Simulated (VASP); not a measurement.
# CdS (F-43m) in VASP: settings compared, part 2 of 2

VASP 6.6.1. Earlier steps stand in the parts before.

## (3) Single point, r2SCAN

This run uses another cell than the first one, of 25.38 Å³/atom, 0.975 times its volume.

POSCAR

```
CdS
1.0
    0.0000000000      2.9389154368      2.9389154368
    2.9389154368      0.0000000000      2.9389154368
    2.9389154368      2.9389154368      0.0000000000
Cd S
1 1
Direct
    0.0000000000      0.0000000000      0.0000000000
    0.7500000000      0.7500000000      0.7500000000
```

INCAR.step1

```
SYSTEM = CdS
ALGO     = Normal         ! electronic algorithm
EDIFF    = 1E-4           ! SCF threshold, eV
ENCUT    = 520            ! plane-wave cutoff, eV
GGA      = PE             ! functional
ISMEAR   = 0              ! smearing method
LASPH    = .TRUE.         ! aspherical terms in the spheres
LCHARG   = .FALSE.        ! write CHGCAR
LREAL    = .FALSE.        ! projectors in reciprocal space
LWAVE    = .TRUE.         ! write WAVECAR
NBANDS   = 16             ! bands
NELM     = 60             ! most SCF steps
PREC     = Accurate       ! precision mode
SIGMA    = 0.05           ! smearing width, eV
```

INCAR.step2

```
SYSTEM = CdS
ALGO     = Normal         ! electronic algorithm
EDIFF    = 1E-6           ! SCF threshold, eV
ENCUT    = 520            ! plane-wave cutoff, eV
ISIF     = 2              ! what is computed and relaxed
ISMEAR   = 0              ! smearing method
ISTART   = 1            
LASPH    = .TRUE.         ! aspherical terms in the spheres
LCHARG   = .FALSE.        ! write CHGCAR
LMIXTAU  = .TRUE.       
LREAL    = .FALSE.        ! projectors in reciprocal space
LWAVE    = .FALSE.        ! write WAVECAR
METAGGA  = R2SCAN         ! meta-GGA
NBANDS   = 16             ! bands
NELM     = 60             ! most SCF steps
PREC     = Accurate       ! precision mode
SIGMA    = 0.05           ! smearing width, eV
```

KPOINTS

```
k-points
0
G
  8 8 8
  0 0 0
```

Potentials or basis: VASP PAW PBE potentials, release 64 (Cd, S).

Started as:

```bash
$ cat potpaw_PBE.64/Cd/POTCAR potpaw_PBE.64/S/POTCAR > POTCAR
$ cp INCAR.step1 INCAR
$ mpirun -np 1 vasp_std > vasp.out
$ cp INCAR.step2 INCAR
$ mpirun -np 1 vasp_std > vasp.out
```

OUTCAR:

```text
SYSTEM = CdS
   EDIFF = 1E-6
   ENCUT = 520
   ISIF = 2
   ISMEAR = 0
   ISTART = 1
   LASPH = .TRUE.
   LREAL = .FALSE.
   METAGGA = R2SCAN
   NELM = 60
   PREC = Accurate

 ion  position               nearest neighbor table
   1  0.000  0.000  0.000-   2 2.55   2 2.55   2 2.55   2 2.55
   2  0.750  0.750  0.750-   1 2.55   1 2.55   1 2.55   1 2.55

  LATTYP: Found a face centered cubic cell.
 ALAT       =     5.8778308736

  Lattice vectors:

 A1 = (   0.0000000000,   2.9389154368,   2.9389154368)
 A2 = (   2.9389154368,   0.0000000000,   2.9389154368)
 A3 = (   2.9389154368,   2.9389154368,   0.0000000000)

Analysis of symmetry for initial positions (statically):
=====================================================================
 Subroutine PRICEL returns:
 Original cell was already a primitive cell.

 Routine SETGRP: Setting up the symmetry group for a
 face centered cubic supercell.

 Subroutine GETGRP returns: Found 24 space group operations
 (whereof 24 operations were pure point group operations)
 out of a pool of 48 trial point group operations.

The static configuration has the point symmetry T_d .

Analysis of symmetry for dynamics (positions and initial velocities):
=====================================================================
 Subroutine PRICEL returns:
 Original cell was already a primitive cell.

 Routine SETGRP: Setting up the symmetry group for a
 face centered cubic supercell.

 Subroutine GETGRP returns: Found 24 space group operations
 (whereof 24 operations were pure point group operations)
 out of a pool of 48 trial point group operations.

The dynamic configuration has the point symmetry T_d .

 Subroutine INISYM returns: Found 24 space group operations
 (whereof 24 operations are pure point group operations),
 and found     1 'primitive' translations

----------------------------------------------------------------------------------------

                                     Primitive cell

[... 104 lines left out ...]
   EFERMI =   0.00;   METHOD = LEGACY
   ISMEAR =     0;   SIGMA  =   0.05  broadening in eV -4-tet -1-fermi 0-gaus
   EFERMI_NEDOS =   21; number of points for ismear=-14 and -15
   IALGO  =     38    algorithm
   IMIX   =      4    mixing-type and parameters
     AMIX     =   0.40;   BMIX     =  1.00
     AMIX_MAG =   1.60;   BMIX_MAG =  1.00
  volume/ion in A,a.u.               =      25.38       171.30
  Fermi-wavevector in a.u.,A,eV,Ry     =   1.158694  2.189613 18.266783  1.342571
  Thomas-Fermi vector in A             =   2.295293
   LORBIT       =      0    0 simple, 1 ext, 2 COOP (PROOUT), +10 PAW based schemes
   METAGGA = R2SCAN    functional components
   LHFCALC =     F    Hartree Fock is set to
   AEXX    =    0.0000 exact exchange contribution
   IVDW    =     0    specifies the selected vdW correction
   LEPSILON=     F    determine dielectric tensor
   LRPA    =     F    only Hartree local field effects (RPA)
 non-spin polarized calculation
 Gauss-broadening in eV      SIGMA  =   0.05
  energy-cutoff  :      520.00
  volume of cell :       50.77
 maximum number of plane-waves:      1384
   NGX = 15   NGY = 15   NGZ = 15

 number of electron      18.0000005 magnetization

 Free energy of the ion-electron system (eV)
  ---------------------------------------------------
  ext. energy  EPLUGINS =         0.00000000
  ---------------------------------------------------
  free energy    TOTEN  =       -29.68593018 eV

  energy without entropy =      -29.68593018  energy(sigma->0) =      -29.68593018

 E-fermi :   1.1375     XC(G=0):  -9.6205

 val. band max:        0.8550637963   @ k =   0.0000   0.0000   0.0000
 cond. band min:       2.3941083160   @ k =   0.0000   0.0000   0.0000
 fundamental gap:      1.5390445197
 Fermi energy:         1.1374782716

 k-point     1 :       0.0000    0.0000    0.0000
  band No.  band energies     occupation
      1     -11.8780      2.00000
      2      -7.0319      2.00000
      3      -7.0319      2.00000
      4      -7.0319      2.00000
      5      -6.5509      2.00000
      6      -6.5509      2.00000
[... 433 lines left out ...]
      3      -6.8308      2.00000
      4      -6.5745      2.00000
      5      -6.5251      2.00000
      6      -6.0763      2.00000
[... 8 lines left out ...]
     15      13.6703      0.00000
     16      14.6164      0.00000

 [... further k-points ...]
[... 5 lines left out ...]
  --------------------------------------------------------------------------------------
  -------------------------------------------------------------------------------------
  Total        0.0974456      0.0974456      0.0974456     -0.0000000      0.0000000      0.0000000
  in kB        3.0752584      3.0752584      3.0752584     -0.0000000      0.0000000      0.0000000
  external PRESSURE =       3.0752584 kB  Pullay stress =       0.0000000 kB

 VOLUME and BASIS-vectors are now :
 -----------------------------------------------------------------------------
  energy-cutoff  :      520.00
  volume of cell :       50.77
      direct lattice vectors                 reciprocal lattice vectors
     0.000000000  2.938915437  2.938915437    -0.170130788  0.170130788  0.170130788
     2.938915437  0.000000000  2.938915437     0.170130788 -0.170130788  0.170130788
     2.938915437  2.938915437  0.000000000     0.170130788  0.170130788 -0.170130788

 POSITION                                       TOTAL-FORCE (eV/Angst)
 -----------------------------------------------------------------------------------
      0.00000      0.00000      0.00000         0.000000      0.000000      0.000000
      4.40837      4.40837      4.40837        -0.000000     -0.000000     -0.000000
 -----------------------------------------------------------------------------------
    total drift:                                0.000005      0.000005      0.000004

  FREE ENERGIE OF THE ION-ELECTRON SYSTEM (eV)
  ---------------------------------------------------
  free  energy   TOTEN  =       -29.6859301773 eV

  energy  without entropy=      -29.6859301773  energy(sigma->0) =      -29.68593018
```

OUTCAR.step1:

```text
SYSTEM = CdS
   EDIFF = 1E-4
   ENCUT = 520
   GGA = PE
   ISMEAR = 0
   LASPH = .TRUE.
   LREAL = .FALSE.
[... 676 lines left out ...]
      0.00000      0.00000      0.00000         0.000000      0.000000     -0.000000
      4.40837      4.40837      4.40837        -0.000000     -0.000000      0.000000
 -----------------------------------------------------------------------------------
    total drift:                                0.000001      0.000001      0.000001

  FREE ENERGIE OF THE ION-ELECTRON SYSTEM (eV)
  ---------------------------------------------------
  free  energy   TOTEN  =        -6.1391048159 eV

  energy  without entropy=       -6.1391048159  energy(sigma->0) =       -6.13910482
```

Run time: 86 s. Hardware: 1 thread of Intel Xeon 8259CL, shared host; peak memory 0.19 GiB.

What came out:

| Quantity | Value |
| --- | --- |
| Free energy | -29.6859 eV |
| Pressure | 0.3 GPa |
| Band gap on the k mesh | 1.54 eV, direct |

Caveat: the PAW data sets were made with another functional, which shifts forces and pressure a little.

## (4) Single point, r2SCAN

This run uses another cell than the first one, of 25.38 Å³/atom, 0.975 times its volume.

POSCAR is that of step 3.

INCAR.step1

```
ALGO     = Normal         # electronic algorithm
EDIFF    = 1E-4           # SCF threshold, eV
ENCUT    = 520            # plane-wave cutoff, eV
GGA      = PE             # functional
ISMEAR   = -1             # smearing method
LASPH    = T              # aspherical terms in the spheres
LCHARG   = F              # write CHGCAR
LREAL    = F              # projectors in reciprocal space
LWAVE    = T              # write WAVECAR
NBANDS   = 16             # bands
NELM     = 100            # most SCF steps
PREC     = Accurate       # precision mode
SIGMA    = 0.001          # smearing width, eV
```

INCAR.step2

```
ALGO     = Normal         # electronic algorithm
EDIFF    = 1E-6           # SCF threshold, eV
ENCUT    = 520            # plane-wave cutoff, eV
ISIF     = 2              # what is computed and relaxed
ISMEAR   = -1             # smearing method
ISTART   = 1            
LASPH    = T              # aspherical terms in the spheres
LCHARG   = F              # write CHGCAR
LMIXTAU  = T            
LREAL    = F              # projectors in reciprocal space
LWAVE    = F              # write WAVECAR
METAGGA  = R2SCAN         # meta-GGA
NBANDS   = 16             # bands
NELM     = 100            # most SCF steps
PREC     = Accurate       # precision mode
SIGMA    = 0.001          # smearing width, eV
```

KPOINTS

```
k-points
0
Gamma
  8 8 8
```

Started as:

```bash
$ cat potpaw_PBE.64/Cd/POTCAR potpaw_PBE.64/S/POTCAR > POTCAR
$ cp INCAR.step1 INCAR
$ mpirun -np 1 vasp_std > vasp.out
$ cp INCAR.step2 INCAR
$ mpirun -np 1 vasp_std > vasp.out
```

Wall time 1.7 min (1 thread of Intel Xeon 8259CL, shared host); peak memory 0.19 GiB.

Results (log left out):

| Quantity | Value |
| --- | --- |
| Free energy | -29.6859 eV |
| Pressure | 0.3 GPa |
| Band gap on the k mesh | 1.54 eV, direct |

Levels at points of the mesh, in eV from the valence-band top:
```tsv
k point	band 5	band 6	band 7	band 8	band 9	band 10	band 11	band 12	band 13	band 14
(0.00, 0.00, 0.00)	-7.41	-7.41	0.00	0.00	0.00	1.54	7.08	7.08	7.08	11.82
(0.50, 0.00, 0.00)	-7.37	-7.04	-4.32	-0.73	-0.73	3.44	7.48	7.48	7.83	11.49
(0.50, 0.50, 0.00)	-7.32	-6.97	-3.88	-1.85	-1.85	3.88	4.73	9.69	11.41	11.41
```

Caveat: the PAW data sets were made with another functional, which shifts forces and pressure a little. r2SCAN opens gaps a little over a GGA but as a rule still falls short of measured ones.

## (5) Single point, r2SCAN

POSCAR

```
CdS
1.0
    0.0000000000      2.9634603027      2.9634603027
    2.9634603027      0.0000000000      2.9634603027
    2.9634603027      2.9634603027      0.0000000000
Cd S
1 1
Direct
    0.0000000000      0.0000000000      0.0000000000
    0.7500000000      0.7500000000      0.7500000000
```

INCAR.step1

```
PREC = Accurate
ENCUT = 520
ISMEAR = 0
SIGMA = 0.05
LREAL = False
LASPH = True
NELM = 100
NBANDS = 16
GGA = PE
ALGO = Normal
EDIFF = 1E-4
LWAVE = True
LCHARG = False
```

INCAR.step2

```
PREC = Accurate
ENCUT = 520
EDIFF = 1E-6
ISMEAR = 0
SIGMA = 0.05
LREAL = False
LASPH = True
NELM = 100
ALGO = Normal
ISIF = 2
LWAVE = False
LCHARG = True
METAGGA = R2SCAN
LMIXTAU = True
LELF = True
LVHAR = True
NBANDS = 16
ISTART = 1
```

KPOINTS

```
regular mesh
0
Gamma
  8 8 8
```

Started as:

```bash
$ cat potpaw_PBE.64/Cd/POTCAR potpaw_PBE.64/S/POTCAR > POTCAR
$ cp INCAR.step1 INCAR
$ mpirun -np 1 vasp_std > vasp.out
$ cp INCAR.step2 INCAR
$ mpirun -np 1 vasp_std > vasp.out
```

Run time: 1.9 min. Hardware: 1 thread of Intel Xeon 8259CL, shared host; peak memory 0.19 GiB.

It converged, with:

```yaml
Free_energy: -29.6826 eV
Pressure: -1.2 GPa
Band_gap_on_the_k_mesh: 1.48 eV, direct
```

Levels at points of the mesh, in eV from the valence-band top:
```
           k point  band 7  band 8  band 9  band 10  band 11  band 12
(0.00, 0.00, 0.00)    0.00    0.00    0.00     1.48     7.08     7.08
(0.50, 0.00, 0.00)   -4.17   -0.70   -0.70     3.40     7.48     7.48
(0.50, 0.50, 0.00)   -3.77   -1.76   -1.76     3.91     4.69     9.57
```

Caveat: the PAW data sets were made with another functional, which shifts forces and pressure a little. r2SCAN opens gaps a little over a GGA but as a rule still falls short of measured ones.

## (6) Single point, r2SCAN

This run uses another cell than the first one, of 25.78 Å³/atom, 0.990 times its volume.

POSCAR

```
CdS
1.0
    0.0000000000      2.9540267198      2.9540267198
    2.9540267198      0.0000000000      2.9540267198
    2.9540267198      2.9540267198      0.0000000000
Cd S
1 1
Direct
    0.0000000000      0.0000000000      0.0000000000
    0.7500000000      0.7500000000      0.7500000000
```

INCAR.step1

```
PREC = Accurate
ENCUT = 520
ISMEAR = 0
SIGMA = 0.05
LREAL = F
LASPH = T
NELM = 80
NBANDS = 16
GGA = PE
ALGO = Normal
EDIFF = 1E-4
LWAVE = T
LCHARG = F
```

INCAR.step2

```
PREC = Accurate
ENCUT = 520
EDIFF = 1E-7
ISMEAR = 0
SIGMA = 0.05
LREAL = F
LASPH = T
NELM = 80
ALGO = Normal
ISIF = 2
LWAVE = F
LCHARG = T
METAGGA = R2SCAN
LMIXTAU = T
LELF = T
LVHAR = T
NBANDS = 16
ISTART = 1
```

KPOINTS is that of step 5.

Potentials or basis: VASP PAW PBE potentials, release 64 (Cd, S).

Started as:

```bash
$ cat potpaw_PBE.64/Cd/POTCAR potpaw_PBE.64/S/POTCAR > POTCAR
$ cp INCAR.step1 INCAR
$ mpirun -np 1 vasp_std > vasp.out
$ cp INCAR.step2 INCAR
$ mpirun -np 1 vasp_std > vasp.out
```

It took 1.8 min on 1 thread of Intel Xeon 8259CL, shared host; peak memory 0.19 GiB.

Results (log left out):

```yaml
Free_energy: -29.6852 eV
Pressure: -0.6 GPa
Band_gap_on_the_k_mesh: 1.50 eV, direct
```

Levels at points of the mesh, in eV from the valence-band top:
```tsv
k point	band 7	band 8	band 9	band 10	band 11	band 12
(0.00, 0.00, 0.00)	0.00	0.00	0.00	1.50	7.08	7.08
(0.50, 0.00, 0.00)	-4.23	-0.71	-0.71	3.41	7.48	7.48
(0.50, 0.50, 0.00)	-3.81	-1.79	-1.79	3.90	4.71	9.61
```

Caveat: the PAW data sets were made with another functional, which shifts forces and pressure a little.

## (7) Single point, r2SCAN

This run uses another cell than the first one, of 25.38 Å³/atom, 0.975 times its volume.

POSCAR

```
CdS
1.0
    0.0000000000      2.9389154368      2.9389154368
    2.9389154368      0.0000000000      2.9389154368
    2.9389154368      2.9389154368      0.0000000000
Cd S
1 1
Direct
    0.0000000000      0.0000000000      0.0000000000
    0.7500000000      0.7500000000      0.7500000000
```

INCAR.step1

```
PREC = Accurate ; ENCUT = 520
ISMEAR = -4 ; SIGMA = 0.1
LREAL = False ; LASPH = True
NELM = 60 ; NBANDS = 16
GGA = PE ; ALGO = Normal
EDIFF = 1E-4 ; LWAVE = True
LCHARG = False
```

INCAR.step2

```
PREC = Accurate ; ENCUT = 520
EDIFF = 1E-6 ; ISMEAR = -4
SIGMA = 0.1 ; LREAL = False
LASPH = True ; NELM = 60
ALGO = Normal ; ISIF = 2
LWAVE = False ; LCHARG = False
METAGGA = R2SCAN ; LMIXTAU = True
NBANDS = 16 ; ISTART = 1
```

KPOINTS

```
regular mesh
0
Gamma
  12 12 12
```

Potentials or basis: VASP PAW PBE potentials, release 64 (Cd, S).

Started as:

```bash
$ cat potpaw_PBE.64/Cd/POTCAR potpaw_PBE.64/S/POTCAR > POTCAR
$ cp INCAR.step1 INCAR
$ mpirun -np 1 vasp_std > vasp.out
$ cp INCAR.step2 INCAR
$ mpirun -np 1 vasp_std > vasp.out
```

OUTCAR:

```text
PREC = Accurate
   ENCUT = 520
   EDIFF = 1E-6
   ISMEAR = -4
   LREAL = False
   LASPH = True
   NELM = 60
   ISIF = 2
   METAGGA = R2SCAN
   ISTART = 1

 ion  position               nearest neighbor table
   1  0.000  0.000  0.000-   2 2.55   2 2.55   2 2.55   2 2.55
   2  0.750  0.750  0.750-   1 2.55   1 2.55   1 2.55   1 2.55

  LATTYP: Found a face centered cubic cell.
 ALAT       =     5.8778308736

  Lattice vectors:

 A1 = (   0.0000000000,   2.9389154368,   2.9389154368)
 A2 = (   2.9389154368,   0.0000000000,   2.9389154368)
 A3 = (   2.9389154368,   2.9389154368,   0.0000000000)

Analysis of symmetry for initial positions (statically):
=====================================================================
 Subroutine PRICEL returns:
 Original cell was already a primitive cell.

 Routine SETGRP: Setting up the symmetry group for a
 face centered cubic supercell.

 Subroutine GETGRP returns: Found 24 space group operations
 (whereof 24 operations were pure point group operations)
 out of a pool of 48 trial point group operations.
[... 158 lines left out ...]
  ---------------------------------------------------
  ext. energy  EPLUGINS =         0.00000000
  ---------------------------------------------------
  free energy    TOTEN  =       -29.68611258 eV

  energy without entropy =      -29.68611258  energy(sigma->0) =      -29.68611258

 E-fermi :   0.8683     XC(G=0):  -9.6206

 val. band max:        0.8548095024   @ k =   0.0000   0.0000   0.0000
 cond. band min:       2.3939233186   @ k =   0.0000   0.0000   0.0000
 fundamental gap:      1.5391138162
 Fermi energy:         0.8682840819

 k-point     1 :       0.0000    0.0000    0.0000
  band No.  band energies     occupation
      1     -11.8783      2.00000
      2      -7.0319      2.00000
      3      -7.0319      2.00000
      4      -7.0319      2.00000
      5      -6.5509      2.00000
      6      -6.5509      2.00000
[... 433 lines left out ...]
      3      -6.8604      2.00000
      4      -6.5534      2.00000
      5      -6.5258      2.00000
      6      -6.1270      2.00000
[... 8 lines left out ...]
     15      13.1166      0.00000
     16      14.0553      0.00000

 [... further k-points ...]
[... 5 lines left out ...]
  --------------------------------------------------------------------------------------
  -------------------------------------------------------------------------------------
  Total        0.0963757      0.0963757      0.0963757      0.0000000      0.0000000     -0.0000000
  in kB        3.0414929      3.0414929      3.0414929      0.0000000      0.0000000     -0.0000000
  external PRESSURE =       3.0414929 kB  Pullay stress =       0.0000000 kB

 VOLUME and BASIS-vectors are now :
 -----------------------------------------------------------------------------
  energy-cutoff  :      520.00
  volume of cell :       50.77
      direct lattice vectors                 reciprocal lattice vectors
     0.000000000  2.938915437  2.938915437    -0.170130788  0.170130788  0.170130788
     2.938915437  0.000000000  2.938915437     0.170130788 -0.170130788  0.170130788
     2.938915437  2.938915437  0.000000000     0.170130788  0.170130788 -0.170130788

 POSITION                                       TOTAL-FORCE (eV/Angst)
 -----------------------------------------------------------------------------------
      0.00000      0.00000      0.00000        -0.000000     -0.000000     -0.000000
      4.40837      4.40837      4.40837         0.000000      0.000000      0.000000
 -----------------------------------------------------------------------------------
    total drift:                                0.000005      0.000005      0.000004

  FREE ENERGIE OF THE ION-ELECTRON SYSTEM (eV)
  ---------------------------------------------------
  free  energy   TOTEN  =       -29.6861125777 eV

  energy  without entropy=      -29.6861125777  energy(sigma->0) =      -29.68611258
```

It took 3.3 min on 1 thread of Intel Xeon 8259CL, shared host; peak memory 0.22 GiB.

Results:

```
Free energy            : -29.6861 eV
Pressure               : 0.3 GPa
Band gap on the k mesh : 1.54 eV, direct
```

Caveat: the PAW data sets were made with another functional, which shifts forces and pressure a little. r2SCAN opens gaps a little over a GGA but as a rule still falls short of measured ones.

## (8) Summary

| level | cell | k mesh | smearing | gap on the mesh (eV) | pressure (GPa) |
| --- | --- | --- | --- | --- | --- |
| PBE | a = 4.191 Å, angles 60.0°, 2 atoms | 6 × 6 × 6 | gaussian 0.05 eV | 1.04 | 0.3 |
| r2SCAN | a = 4.156 Å, angles 60.0°, 2 atoms | 8 × 8 × 8 | gaussian 0.05 eV | 1.54 | 0.3 |
| r2SCAN | a = 4.156 Å, angles 60.0°, 2 atoms | 8 × 8 × 8 | fermi-dirac 0.001 eV | 1.54 | 0.3 |
| r2SCAN | a = 4.191 Å, angles 60.0°, 2 atoms | 8 × 8 × 8 | gaussian 0.05 eV | 1.48 | -1.2 |
| r2SCAN | a = 4.178 Å, angles 60.0°, 2 atoms | 8 × 8 × 8 | gaussian 0.05 eV | 1.50 | -0.6 |
| r2SCAN | a = 4.156 Å, angles 60.0°, 2 atoms | 12 × 12 × 12 | tetrahedron | 1.54 | 0.3 |

Alike in all rows: task single point; potentials or basis VASP PAW PBE potentials, release 64 (Cd, S); no spin polarisation; cutoff (eV) 520.

Caveats: the PAW data sets were made with another functional, which shifts forces and pressure a little (some runs).

Total energies depend on the potentials used, so only differences within one code and one set of settings carry meaning.
